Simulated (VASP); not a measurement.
# Mg (Pm-3m) in VASP: single point with r2SCAN

Aim: the single point of Mg with r2SCAN.

Everything below comes from runs of VASP 6.6.1. Logs are shortened: lines on timing, memory, paths and dates and some standing lists are left out, and cuts for length are marked.

## 1. The cell of the first run

The structure is cubic, space group Pm-3m (No. 221). Conventional cell: a = 2.862 Å, b = 2.862 Å, c = 2.862 Å, α = 90.00°, β = 90.00°, γ = 90.00°. Within 3.8 Å of Mg (site symmetry m-3m) lie 6 Mg at 2.86 Å.

## 2. Single point, r2SCAN

POSCAR

```
Mg
1.0
    2.8624405726      0.0000000000      0.0000000000
    0.0000000000      2.8624405726      0.0000000000
    0.0000000000      0.0000000000      2.8624405726
Mg
1
Direct
    0.0000000000      0.0000000000      0.0000000000
```

INCAR.step1

```
  PREC = Accurate
  ENCUT = 520
  ISMEAR = 0
  SIGMA = 0.1
  LREAL = False
  LASPH = True
  NELM = 100
  NBANDS = 7
  GGA = PE
  ALGO = Normal
  EDIFF = 1E-4
  LWAVE = True
  LCHARG = False
```

INCAR.step2

```
  PREC = Accurate
  ENCUT = 520
  EDIFF = 1E-6
  ISMEAR = 0
  SIGMA = 0.1
  LREAL = False
  LASPH = True
  NELM = 100
  ALGO = Normal
  ISIF = 2
  LWAVE = False
  LCHARG = True
  METAGGA = R2SCAN
  LMIXTAU = True
  LELF = True
  LVHAR = True
  NBANDS = 7
  ISTART = 1
```

KPOINTS

```
Automatic mesh
0
Gamma
  6 6 6
```

Potentials or basis: VASP PAW PBE potentials, release 64 (Mg).

Command:

```sh
$ cat potpaw_PBE.64/Mg/POTCAR > POTCAR
$ cp INCAR.step1 INCAR
$ mpirun -np 1 vasp_std > vasp.out
$ cp INCAR.step2 INCAR
$ mpirun -np 1 vasp_std > vasp.out
```

OUTCAR:

```text
PREC = Accurate
   ENCUT = 520
   EDIFF = 1E-6
   ISMEAR = 0
   LREAL = False
   LASPH = True
   NELM = 100
   ISIF = 2
   METAGGA = R2SCAN
   ISTART = 1

 ion  position               nearest neighbor table
   1  0.000  0.000  0.000-

  LATTYP: Found a simple cubic cell.
 ALAT       =     2.8624405726

  Lattice vectors:

 A1 = (   2.8624405726,   0.0000000000,   0.0000000000)
 A2 = (   0.0000000000,   2.8624405726,   0.0000000000)
 A3 = (   0.0000000000,   0.0000000000,   2.8624405726)

Analysis of symmetry for initial positions (statically):
=====================================================================
 Subroutine PRICEL returns:
 Original cell was already a primitive cell.

 Routine SETGRP: Setting up the symmetry group for a
 simple cubic supercell.

 Subroutine GETGRP returns: Found 48 space group operations
 (whereof 48 operations were pure point group operations)
 out of a pool of 48 trial point group operations.

The static configuration has the point symmetry O_h .

Analysis of symmetry for dynamics (positions and initial velocities):
=====================================================================
 Subroutine PRICEL returns:
 Original cell was already a primitive cell.

 Routine SETGRP: Setting up the symmetry group for a
 simple cubic supercell.

 Subroutine GETGRP returns: Found 48 space group operations
 (whereof 48 operations were pure point group operations)
 out of a pool of 48 trial point group operations.

The dynamic configuration has the point symmetry O_h .

 Subroutine INISYM returns: Found 48 space group operations
 (whereof 48 operations are pure point group operations),
 and found     1 'primitive' translations

----------------------------------------------------------------------------------------

                                     Primitive cell

  volume of cell :      23.4536

  direct lattice vectors                    reciprocal lattice vectors
     2.862440573  0.000000000  0.000000000     0.349352231  0.000000000  0.000000000
     0.000000000  2.862440573  0.000000000     0.000000000  0.349352231  0.000000000
     0.000000000  0.000000000  2.862440573     0.000000000  0.000000000  0.349352231

  length of vectors
     2.862440573  2.862440573  2.862440573     0.349352231  0.349352231  0.349352231

  position of ions in fractional coordinates (direct lattice)
     0.000000000  0.000000000  0.000000000

  ion indices of the primitive-cell ions
   primitive index   ion index
                 1           1

----------------------------------------------------------------------------------------

 KPOINTS: Automatic mesh

Automatic generation of k-mesh.
 Grid dimensions read from file:
 generate k-points for:    6    6    6

 Generating k-lattice:

  Cartesian coordinates                     Fractional coordinates (reciprocal lattice)
     0.058225372  0.000000000  0.000000000     0.166666667  0.000000000  0.000000000
     0.000000000  0.058225372  0.000000000     0.000000000  0.166666667  0.000000000
     0.000000000  0.000000000  0.058225372     0.000000000  0.000000000  0.166666667

  Length of vectors
     0.058225372  0.058225372  0.058225372

  Shift w.r.t. Gamma in fractional coordinates (k-lattice)
     0.000000000  0.000000000  0.000000000

 Subroutine IBZKPT returns following result:
 ===========================================

 Found     20 irreducible k-points:

 Following reciprocal coordinates:
            Coordinates               Weight
  0.000000  0.000000  0.000000      1.000000
  0.166667  0.000000  0.000000      6.000000
  0.333333  0.000000  0.000000      6.000000
  0.500000  0.000000  0.000000      3.000000
  0.166667  0.166667  0.000000     12.000000
  0.333333  0.166667  0.000000     24.000000
[... 12 lines left out ...]
  0.500000  0.500000  0.333333      6.000000
  0.500000  0.500000  0.500000      1.000000
   k-points           NKPTS =     20   k-points in BZ     NKDIM =     20   number of bands    NBANDS=      7
   number of dos      NEDOS =    301   number of ions     NIONS =      1
   total plane-waves  NPLWV =  13824
   dimension x,y,z NGX =    24 NGY =   24 NGZ =   24
   dimension x,y,z NGXF=    48 NGYF=   48 NGZF=   48
   ions per type =               1
   NGX,Y,Z   is equivalent  to a cutoff of  13.94, 13.94, 13.94 a.u.
   NGXF,Y,Z  is equivalent  to a cutoff of  27.88, 27.88, 27.88 a.u.
 SYSTEM =  unknown system
   PREC   = accura    normal or accurate (medium, high low for compatibility)
   ISTART =      1    job   : 0-new  1-cont  2-samecut
   ICHARG =      0    charge: 1-file 2-atom 10-const
   ISPIN  =      1    spin polarized calculation?
   LNONCOLLINEAR =      F non collinear calculations
   LSORBIT =      F    spin-orbit coupling
   LASPH  =      T    aspherical Exc in radial PAW
   ENCUT  =  520.0 eV  38.22 Ry    6.18 a.u.   5.32  5.32  5.32*2*pi/ulx,y,z
   NELM   =    100;   NELMIN=  2; NELMDL=  0     # of ELM steps
   EDIFF  = 0.1E-05   stopping-criterion for ELM
   LREAL  =      F    real-space projection
   EDIFFG = 0.1E-04   stopping-criterion for IOM
   NSW    =      0    number of steps for IOM
   IBRION =     -1    ionic relax: 0-MD 1-quasi-New 2-CG
   NFREE  =      0    steps in history (QN), initial steepest desc. (CG)
   ISIF   =      2    stress and relaxation
   ISYM   =      2    0-nonsym 1-usesym 2-fastsym
   POTIM  = 0.5000    time-step for ionic-motion
   TEBEG  =    0.0;   TEEND  =   0.0 temperature during run
   PSTRESS=    0.0 pullay stress
   NELECT =       2.0000    total number of electrons
   NUPDOWN=      -1.0000    fix difference up-down
   EMIN   =  10.00;   EMAX   =-10.00  energy-range for DOS
   EFERMI =   0.00;   METHOD = LEGACY
   ISMEAR =     0;   SIGMA  =   0.10  broadening in eV -4-tet -1-fermi 0-gaus
   EFERMI_NEDOS =   21; number of points for ismear=-14 and -15
   IALGO  =     38    algorithm
   IMIX   =      4    mixing-type and parameters
     AMIX     =   0.40;   BMIX     =  1.00
     AMIX_MAG =   1.60;   BMIX_MAG =  1.00
  volume/ion in A,a.u.               =      23.45       158.27
  Fermi-wavevector in a.u.,A,eV,Ry     =   0.720579  1.361697  7.064611  0.519234
  Thomas-Fermi vector in A             =   1.810067
   LORBIT       =      0    0 simple, 1 ext, 2 COOP (PROOUT), +10 PAW based schemes
   METAGGA = R2SCAN    functional components
   LHFCALC =     F    Hartree Fock is set to
   AEXX    =    0.0000 exact exchange contribution
   IVDW    =     0    specifies the selected vdW correction
   LEPSILON=     F    determine dielectric tensor
   LRPA    =     F    only Hartree local field effects (RPA)
 non-spin polarized calculation
 Gauss-broadening in eV      SIGMA  =   0.10
  energy-cutoff  :      520.00
  volume of cell :       23.45
 maximum number of plane-waves:       648
 NGX is ok and might be reduce to    24
   NGX = 11   NGY = 11   NGZ = 11

 number of electron       2.0000000 magnetization

 Free energy of the ion-electron system (eV)
  ---------------------------------------------------
  ext. energy  EPLUGINS =         0.00000000
  ---------------------------------------------------
  free energy    TOTEN  =        -3.63612500 eV

  energy without entropy =       -3.62984895  energy(sigma->0) =       -3.63298697

 E-fermi :   2.4567     XC(G=0):  -8.9875

 val. band max:        2.4494573537   @ k =   0.5000   0.3333   0.1667
 cond. band min:       2.6818547662   @ k =   0.5000   0.3333   0.1667
 fundamental gap:      0.2323974125
 Fermi energy:         2.4567288581

 k-point     1 :       0.0000    0.0000    0.0000
  band No.  band energies     occupation
      1      -4.8178      2.00000
      2      11.7527      0.00000
      3      11.7527      0.00000
      4      13.9764      0.00000
      5      13.9764      0.00000
      6      13.9764      0.00000
      7      19.5913      0.00000

 k-point     2 :       0.1667    0.0000    0.0000
  band No.  band energies     occupation
      1      -4.2716      2.00000
      2       7.9449      0.00000
      3      12.2317      0.00000
      4      14.4182      0.00000
      5      14.4182      0.00000
      6      16.4965      0.00000
      7      22.0768      0.00000

 k-point     3 :       0.3333    0.0000    0.0000
  band No.  band energies     occupation
      1      -2.6502      2.00000
      2       3.5891      0.00000
      3      13.5480      0.00000
      4      15.7446      0.00000
      5      15.7446      0.00000
      6      18.5346      0.00000
      7      21.1577      0.00000

 k-point     4 :       0.5000    0.0000    0.0000
  band No.  band energies     occupation
      1      -0.0841      2.00000
      2       0.0813      2.00000
      3      14.6721      0.00000
      4      17.6875      0.00000
      5      17.6875      0.00000
      6      18.3120      0.00000
      7      18.3120      0.00000

 k-point     5 :       0.1667    0.1667    0.0000
  band No.  band energies     occupation
      1      -3.7281      2.00000
      2       7.8647      0.00000
      3       9.2224      0.00000
      4      14.8605      0.00000
      5      15.0199      0.00000
      6      19.7708      0.00000
      7      21.0090      0.00000

 k-point     6 :       0.3333    0.1667    0.0000
  band No.  band energies     occupation
      1      -2.1150      2.00000
      2       4.0772      0.00000
      3      10.1242      0.00000
      4      15.1510      0.00000
      5      16.1863      0.00000
      6      18.1862      0.00000
      7      21.4912      0.00000

 k-point     7 :       0.5000    0.1667    0.0000
  band No.  band energies     occupation
      1       0.4243      2.00000
      2       0.6162      2.00000
      3      12.1400      0.00000
      4      12.8558      0.00000
      5      18.1723      0.00000
      6      18.6577      0.00000
      7      19.5022      0.00000

 k-point     8 :       0.3333    0.3333    0.0000
  band No.  band energies     occupation
      1      -0.5270      2.00000
      2       4.9991      0.00000
      3       6.4075      0.00000
      4      11.6195      0.00000
      5      17.4942      0.00000
      6      19.1061      0.00000
      7      21.7182      0.00000

 k-point     9 :       0.5000    0.3333    0.0000
  band No.  band energies     occupation
      1       1.9438      2.00000
      2       2.1707      1.99995
      3       8.2229      0.00000
      4       8.3516      0.00000
      5      19.5120      0.00000
      6      19.6594      0.00000
      7      21.4636      0.00000

 k-point    10 :       0.5000    0.5000    0.0000
  band No.  band energies     occupation
      1       4.0431      0.00000
      2       4.0431      0.00000
      3       5.0803      0.00000
      4       5.6659      0.00000
      5      20.6774      0.00000
      6      20.6774      0.00000
      7      23.0592      0.00000

 k-point    11 :       0.1667    0.1667    0.1667
  band No.  band energies     occupation
      1      -3.1873      2.00000
      2       8.3497      0.00000
      3       8.3497      0.00000
      4      11.2825      0.00000
      5      19.4398      0.00000
      6      19.4398      0.00000
      7      21.4741      0.00000

 k-point    12 :       0.3333    0.1667    0.1667
  band No.  band energies     occupation
      1      -1.5825      2.00000
      2       4.5623      0.00000
      3       9.7856      0.00000
      4      12.0543      0.00000
      5      15.8551      0.00000
      6      17.7882      0.00000
      7      22.0314      0.00000

 k-point    13 :       0.5000    0.1667    0.1667
  band No.  band energies     occupation
      1       0.9322      2.00000
      2       1.1452      2.00000
      3      11.5791      0.00000
      4      13.1209      0.00000
      5      13.6170      0.00000
      6      15.4984      0.00000
      7      23.3301      0.00000

 k-point    14 :       0.3333    0.3333    0.1667
  band No.  band energies     occupation
      1      -0.0030      2.00000
      2       5.4852      0.00000
      3       6.8320      0.00000
      4      11.6731      0.00000
      5      13.2964      0.00000
      6      17.3735      0.00000
      7      20.4307      0.00000

 k-point    15 :       0.5000    0.3333    0.1667
  band No.  band energies     occupation
      1       2.4495      1.08191
      2       2.6819      0.00145
      3       8.7049      0.00000
      4       8.7269      0.00000
      5      14.8490      0.00000
      6      15.4435      0.00000
      7      21.5539      0.00000

 k-point    16 :       0.5000    0.5000    0.1667
  band No.  band energies     occupation
      1       4.5286      0.00000
      2       4.5286      0.00000
      3       5.6097      0.00000
      4       6.1276      0.00000
      5      16.3887      0.00000
      6      16.3887      0.00000
      7      19.2273      0.00000

 k-point    17 :       0.3333    0.3333    0.3333
  band No.  band energies     occupation
      1       1.5506      2.00000
      2       6.9414      0.00000
      3       6.9414      0.00000
      4       9.5715      0.00000
      5      12.9393      0.00000
      6      12.9393      0.00000
      7      17.0544      0.00000

 k-point    18 :       0.5000    0.3333    0.3333
  band No.  band energies     occupation
      1       3.9569      0.00000
      2       4.1690      0.00000
      3       8.9997      0.00000
      4       9.8774      0.00000
      5      10.6088      0.00000
      6      12.0507      0.00000
      7      17.1278      0.00000

 k-point    19 :       0.5000    0.5000    0.3333
  band No.  band energies     occupation
      1       5.9864      0.00000
      2       5.9864      0.00000
      3       7.1449      0.00000
      4       7.2999      0.00000
      5      11.9463      0.00000
      6      11.9463      0.00000
      7      14.3884      0.00000

 k-point    20 :       0.5000    0.5000    0.5000
  band No.  band energies     occupation
      1       8.1362      0.00000
      2       8.1362      0.00000
      3       8.1362      0.00000
      4       8.7903      0.00000
      5       8.7903      0.00000
      6       8.7903      0.00000
      7      11.6406      0.00000

------------------------ aborting loop because EDIFF is reached ----------------------------------------

  FORCE on cell =-STRESS in cart. coord.  units (eV):
  Direction    XX          YY          ZZ          XY          YZ          ZX
  --------------------------------------------------------------------------------------
  -------------------------------------------------------------------------------------
  Total        0.5443832      0.5443832      0.5443832      0.0000000      0.0000000     -0.0000000
  in kB       37.1882610     37.1882610     37.1882610      0.0000000      0.0000000     -0.0000000
  external PRESSURE =      37.1882610 kB  Pullay stress =       0.0000000 kB

 VOLUME and BASIS-vectors are now :
 -----------------------------------------------------------------------------
  energy-cutoff  :      520.00
  volume of cell :       23.45
      direct lattice vectors                 reciprocal lattice vectors
     2.862440573  0.000000000  0.000000000     0.349352231  0.000000000  0.000000000
     0.000000000  2.862440573  0.000000000     0.000000000  0.349352231  0.000000000
     0.000000000  0.000000000  2.862440573     0.000000000  0.000000000  0.349352231

 POSITION                                       TOTAL-FORCE (eV/Angst)
 -----------------------------------------------------------------------------------
      0.00000      0.00000      0.00000         0.000000      0.000000      0.000000
 -----------------------------------------------------------------------------------
    total drift:                               -0.000000     -0.000000      0.000000

  FREE ENERGIE OF THE ION-ELECTRON SYSTEM (eV)
  ---------------------------------------------------
  free  energy   TOTEN  =        -3.6361249961 eV

  energy  without entropy=       -3.6298489485  energy(sigma->0) =       -3.63298697
```

It took 17 s on 1 thread of Intel Xeon Platinum 8259CL at 2.50GHz (Skylake/Cascade Lake), shared host; peak memory 0.14 GiB.

Results:

```
Free energy            : -3.6361 eV
Pressure               : 3.7 GPa
Band gap on the k mesh : zero (band 1 reaches 8.14 eV, above the bottom of band 2 at 0.08 eV)
```

Caveat: the k points lie up to 0.37 Å⁻¹ apart; the PAW data sets were made with another functional, which shifts forces and pressure a little.
